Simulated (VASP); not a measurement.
# ScAl3 (Amm2) in VASP: single point with PBE

Aim: the single point of ScAl3 with PBE.

Everything below comes from runs of VASP 6.6.1. Logs are shortened: lines on timing, memory, paths and dates and some standing lists are left out, and cuts for length are marked.

## 1. The cell of the first run

The structure is orthorhombic, space group Amm2 (No. 38). Conventional cell: a = 4.105 Å, b = 5.806 Å, c = 5.806 Å, α = 90.00°, β = 90.00°, γ = 90.00°. Within 2.7 Å of Sc (site symmetry mm2) lie 5 Al at 2.05 to 2.59 Å. Within 3.5 Å of Al (site symmetry m) lie 4 Sc at 2.59 to 3.41 Å and 8 Al at 2.90 Å. Al (site symmetry mm2) has 1 Sc at 2.05 Å within 2.7 Å.

## 2. Single point, PBE (atom 1 (Sc) moved by (-0.600, -0.600) A along x and y)

INCAR

```
ALGO = Fast ; EDIFF = 1E-7
ENCUT = 520 ; GGA = PE
ISIF = 2 ; ISMEAR = 0
LASPH = True ; LCHARG = False
LREAL = False ; LWAVE = False
NBANDS = 18 ; NELM = 80
PREC = Accurate ; SIGMA = 0.15
```

KPOINTS

```
k-points
0
Gamma
  12 12 12
```

POSCAR

```
ScAl3
1.0
    4.1053305959      0.0000000000      0.0000000000
    0.0000000000      4.1053305959      0.0000000000
    0.0000000000      0.0000000000      4.1053305959
Sc Al
1 3
Direct
   -0.1461514453     -0.1461514453      0.0000000000
    0.5000000000      0.0000000000      0.5000000000
    0.0000000000      0.5000000000      0.5000000000
    0.5000000000      0.5000000000      0.0000000000
```

Potentials or basis: VASP PAW PBE potentials, release 64 (Sc_sv, Al).

Launch:

```sh
> cat potpaw_PBE.64/Sc_sv/POTCAR potpaw_PBE.64/Al/POTCAR > POTCAR
> mpirun -np 1 vasp_std > vasp.out
```

OUTCAR:

```text
EDIFF = 1E-7
   ENCUT = 520
   GGA = PE
   ISIF = 2
   ISMEAR = 0
   LASPH = True
   LREAL = False
   NELM = 80
   PREC = Accurate

 ion  position               nearest neighbor table
   1  0.854  0.854  0.000-   4 2.05   3 2.59   2 2.59   2 2.59   3 2.59   4 3.02   4 3.02
   2  0.500  0.000  0.500-   1 2.59   1 2.59   4 2.90   3 2.90   4 2.90   3 2.90   4 2.90   4 2.90
                             3 2.90   3 2.90
   3  0.000  0.500  0.500-   1 2.59   1 2.59   4 2.90   2 2.90   4 2.90   2 2.90   2 2.90   4 2.90
                             4 2.90   2 2.90
   4  0.500  0.500  0.000-   1 2.05   2 2.90   3 2.90   2 2.90   3 2.90   2 2.90   2 2.90   3 2.90
                             3 2.90   1 3.02   1 3.02

  LATTYP: Found a simple cubic cell.
 ALAT       =     4.1053305959

  Lattice vectors:

 A1 = (   4.1053305959,   0.0000000000,   0.0000000000)
 A2 = (   0.0000000000,   4.1053305959,   0.0000000000)
 A3 = (   0.0000000000,   0.0000000000,   4.1053305959)

Analysis of symmetry for initial positions (statically):
=====================================================================
 Subroutine PRICEL returns:
 Original cell was already a primitive cell.

 Routine SETGRP: Setting up the symmetry group for a
 simple cubic supercell.

 Subroutine GETGRP returns: Found  4 space group operations
 (whereof  4 operations were pure point group operations)
 out of a pool of 48 trial point group operations.

The static configuration has the point symmetry C_2v.

Analysis of symmetry for dynamics (positions and initial velocities):
=====================================================================
 Subroutine PRICEL returns:
 Original cell was already a primitive cell.

 Routine SETGRP: Setting up the symmetry group for a
 simple cubic supercell.

 Subroutine GETGRP returns: Found  4 space group operations
 (whereof  4 operations were pure point group operations)
 out of a pool of 48 trial point group operations.

The dynamic configuration has the point symmetry C_2v.

 Subroutine INISYM returns: Found  4 space group operations
 (whereof  4 operations are pure point group operations),
 and found     1 'primitive' translations

----------------------------------------------------------------------------------------

                                     Primitive cell

  volume of cell :      69.1902

  direct lattice vectors                    reciprocal lattice vectors
     4.105330596  0.000000000  0.000000000     0.243585742  0.000000000  0.000000000
     0.000000000  4.105330596  0.000000000     0.000000000  0.243585742  0.000000000
     0.000000000  0.000000000  4.105330596     0.000000000  0.000000000  0.243585742

  length of vectors
     4.105330596  4.105330596  4.105330596     0.243585742  0.243585742  0.243585742

  position of ions in fractional coordinates (direct lattice)
     0.853848555  0.853848555  0.000000000
     0.500000000  0.000000000  0.500000000
     0.000000000  0.500000000  0.500000000
     0.500000000  0.500000000  0.000000000

  ion indices of the primitive-cell ions
   primitive index   ion index
                 1           1
                 2           2
                 3           3
                 4           4

----------------------------------------------------------------------------------------

 KPOINTS: k-points

Automatic generation of k-mesh.
 Grid dimensions read from file:
 generate k-points for:   12   12   12

 Generating k-lattice:

  Cartesian coordinates                     Fractional coordinates (reciprocal lattice)
     0.020298812  0.000000000  0.000000000     0.083333333  0.000000000  0.000000000
     0.000000000  0.020298812  0.000000000     0.000000000  0.083333333  0.000000000
     0.000000000  0.000000000  0.020298812     0.000000000  0.000000000  0.083333333

  Length of vectors
     0.020298812  0.020298812  0.020298812

  Shift w.r.t. Gamma in fractional coordinates (k-lattice)
     0.000000000  0.000000000  0.000000000

 Subroutine IBZKPT returns following result:
 ===========================================

 Found    301 irreducible k-points:

 Following reciprocal coordinates:
            Coordinates               Weight
  0.000000  0.000000  0.000000      1.000000
  0.083333  0.000000  0.000000      4.000000
  0.000000  0.000000  0.083333      2.000000
  0.166667  0.000000  0.000000      4.000000
  0.000000  0.000000  0.166667      2.000000
  0.250000  0.000000  0.000000      4.000000
[... 16 lines left out ...]
  0.083333  0.000000  0.250000      8.000000
 -0.083333  0.250000  0.000000      4.000000
 [... further k-points ...]
   k-points           NKPTS =    301   k-points in BZ     NKDIM =    301   number of bands    NBANDS=     18
   number of dos      NEDOS =    301   number of ions     NIONS =      4
   total plane-waves  NPLWV =  32768
   dimension x,y,z NGX =    32 NGY =   32 NGZ =   32
   dimension x,y,z NGXF=    64 NGYF=   64 NGZF=   64
   ions per type =               1   3
   NGX,Y,Z   is equivalent  to a cutoff of  12.96, 12.96, 12.96 a.u.
   NGXF,Y,Z  is equivalent  to a cutoff of  25.92, 25.92, 25.92 a.u.
 SYSTEM =  unknown system
   PREC   = accura    normal or accurate (medium, high low for compatibility)
   ISTART =      0    job   : 0-new  1-cont  2-samecut
   ICHARG =      2    charge: 1-file 2-atom 10-const
   ISPIN  =      1    spin polarized calculation?
   LNONCOLLINEAR =      F non collinear calculations
   LSORBIT =      F    spin-orbit coupling
   LASPH  =      T    aspherical Exc in radial PAW
   ENCUT  =  520.0 eV  38.22 Ry    6.18 a.u.   7.63  7.63  7.63*2*pi/ulx,y,z
   NELM   =     80;   NELMIN=  2; NELMDL= -5     # of ELM steps
   EDIFF  = 0.1E-06   stopping-criterion for ELM
   LREAL  =      F    real-space projection
   EDIFFG = 0.1E-05   stopping-criterion for IOM
   NSW    =      0    number of steps for IOM
   IBRION =     -1    ionic relax: 0-MD 1-quasi-New 2-CG
   NFREE  =      0    steps in history (QN), initial steepest desc. (CG)
   ISIF   =      2    stress and relaxation
   ISYM   =      2    0-nonsym 1-usesym 2-fastsym
   POTIM  = 0.5000    time-step for ionic-motion
   TEBEG  =    0.0;   TEEND  =   0.0 temperature during run
   PSTRESS=    0.0 pullay stress
   NELECT =      20.0000    total number of electrons
   NUPDOWN=      -1.0000    fix difference up-down
   EMIN   =  10.00;   EMAX   =-10.00  energy-range for DOS
   EFERMI =   0.00;   METHOD = LEGACY
   ISMEAR =     0;   SIGMA  =   0.15  broadening in eV -4-tet -1-fermi 0-gaus
   EFERMI_NEDOS =   21; number of points for ismear=-14 and -15
   IALGO  =     68    algorithm
   IMIX   =      4    mixing-type and parameters
     AMIX     =   0.40;   BMIX     =  1.00
     AMIX_MAG =   1.60;   BMIX_MAG =  1.00
  volume/ion in A,a.u.               =      17.30       116.73
  Fermi-wavevector in a.u.,A,eV,Ry     =   1.082439  2.045513 15.941590  1.171674
  Thomas-Fermi vector in A             =   2.218480
   LORBIT       =      0    0 simple, 1 ext, 2 COOP (PROOUT), +10 PAW based schemes
   GGA     = PE    functional components
   LHFCALC =     F    Hartree Fock is set to
   AEXX    =    0.0000 exact exchange contribution
   IVDW    =     0    specifies the selected vdW correction
   LEPSILON=     F    determine dielectric tensor
   LRPA    =     F    only Hartree local field effects (RPA)
 non-spin polarized calculation
 RMM-DIIS sequential band-by-band and
 Gauss-broadening in eV      SIGMA  =   0.15
  energy-cutoff  :      520.00
  volume of cell :       69.19
 maximum number of plane-waves:      1888
   NGX = 15   NGY = 15   NGZ = 15

 number of electron      20.0000000 magnetization

 Free energy of the ion-electron system (eV)
  ---------------------------------------------------
  ext. energy  EPLUGINS =         0.00000000
  ---------------------------------------------------
  free energy    TOTEN  =       -15.20331058 eV

  energy without entropy =      -15.18388630  energy(sigma->0) =      -15.19359844

 E-fermi :   6.9146     XC(G=0): -10.2738

 val. band max:        6.9141348596   @ k =   0.0000   0.2500   0.0833
 cond. band min:       6.9153970709   @ k =  -0.0833   0.2500   0.0000
 fundamental gap:      0.0012622113
 Fermi energy:         6.9146043700

 k-point     1 :       0.0000    0.0000    0.0000
  band No.  band energies     occupation
      1     -41.7045      2.00000
      2     -20.7453      2.00000
      3     -20.4241      2.00000
      4     -20.3888      2.00000
      5      -2.7532      2.00000
      6       4.0689      2.00000
[... 10 lines left out ...]
     17      12.8775      0.00000
     18      13.1761      0.00000

 k-point     2 :       0.0833    0.0000    0.0000
  band No.  band energies     occupation
      1     -41.7044      2.00000
      2     -20.7463      2.00000
      3     -20.4239      2.00000
      4     -20.3898      2.00000
      5      -2.6904      2.00000
      6       3.7295      2.00000
[... 10 lines left out ...]
     17      12.8988      0.00000
     18      14.0590      0.00000

 k-point     3 :       0.0000    0.0000    0.0833
  band No.  band energies     occupation
      1     -41.7044      2.00000
      2     -20.7451      2.00000
      3     -20.4266      2.00000
      4     -20.3885      2.00000
      5      -2.6892      2.00000
      6       3.7875      2.00000
[... 10 lines left out ...]
     17      13.1491      0.00000
     18      13.2999      0.00000

 k-point     4 :       0.1667    0.0000    0.0000
  band No.  band energies     occupation
      1     -41.7042      2.00000
      2     -20.7489      2.00000
      3     -20.4234      2.00000
      4     -20.3924      2.00000
      5      -2.5034      2.00000
      6       2.9459      2.00000
[... 375 lines left out ...]
      4     -20.3956      2.00000
      5      -2.1357      2.00000
      6       2.1006      2.00000
[... 10 lines left out ...]
     17      12.4044      0.00000
     18      12.6149      0.00000

 k-point    23 :       0.0833    0.0000    0.2500
  band No.  band energies     occupation
      1     -41.7037      2.00000
      2     -20.7449      2.00000
      3     -20.4424      2.00000
      4     -20.3879      2.00000
      5      -2.1288      2.00000
      6       2.1726      2.00000
[... 10 lines left out ...]
     17      12.6835      0.00000
     18      12.9662      0.00000

 k-point    24 :      -0.0833    0.2500    0.0000
  band No.  band energies     occupation
      1     -41.7038      2.00000
      2     -20.7533      2.00000
      3     -20.4225      2.00000
      4     -20.3970      2.00000
      5      -2.1350      2.00000
      6       2.1033      2.00000
[... 10 lines left out ...]
     17      11.9745      0.00000
     18      12.7634      0.00000

 [... further k-points ...]

------------------------ aborting loop because EDIFF is reached ----------------------------------------

  FORCE on cell =-STRESS in cart. coord.  units (eV):
  Direction    XX          YY          ZZ          XY          YZ          ZX
  --------------------------------------------------------------------------------------
  -------------------------------------------------------------------------------------
  Total        8.3758997      8.3758997      5.5199157      6.6542564      0.0000000      0.0000000
  in kB      193.9535105    193.9535105    127.8199433    154.0868951      0.0000000      0.0000000
  external PRESSURE =     171.9089881 kB  Pullay stress =       0.0000000 kB

 VOLUME and BASIS-vectors are now :
 -----------------------------------------------------------------------------
  energy-cutoff  :      520.00
  volume of cell :       69.19
      direct lattice vectors                 reciprocal lattice vectors
     4.105330596  0.000000000  0.000000000     0.243585742  0.000000000  0.000000000
     0.000000000  4.105330596  0.000000000     0.000000000  0.243585742  0.000000000
     0.000000000  0.000000000  4.105330596     0.000000000  0.000000000  0.243585742

 POSITION                                       TOTAL-FORCE (eV/Angst)
 -----------------------------------------------------------------------------------
      3.50533      3.50533      0.00000         8.140864      8.140864      0.000000
      2.05267      0.00000      2.05267        -2.019549     -0.063840      0.000000
      0.00000      2.05267      2.05267        -0.063840     -2.019549      0.000000
      2.05267      2.05267      0.00000        -6.057476     -6.057476      0.000000
 -----------------------------------------------------------------------------------
    total drift:                               -0.000759     -0.000759     -0.000001

  FREE ENERGIE OF THE ION-ELECTRON SYSTEM (eV)
  ---------------------------------------------------
  free  energy   TOTEN  =       -15.2033105844 eV

  energy  without entropy=      -15.1838862968  energy(sigma->0) =      -15.19359844
```

It took 11 min on 1 thread of Intel Xeon 8259CL, shared host; peak memory 0.45 GiB.

Results:

- Free energy: -15.2033 eV
- Pressure: 17.2 GPa
- Largest force: 11.513 eV/Å
- Band gap on the k mesh: zero (bands 10 and 11 overlap by 2.65 eV)

Forces in eV/Å, atoms in the order of the input:
```
Sc   8.141  8.141  0.000
Al  -2.020 -0.064  0.000
Al  -0.064 -2.020  0.000
Al  -6.057 -6.057  0.000
```

Caveat: the cell differs from its parent crystal (atom 1 (Sc) moved by (-0.600, -0.600) A along x and y); the cell stands under pressure; forces of over 1 eV/Å act on the atoms, so gaps and moduli don't describe the material at rest.
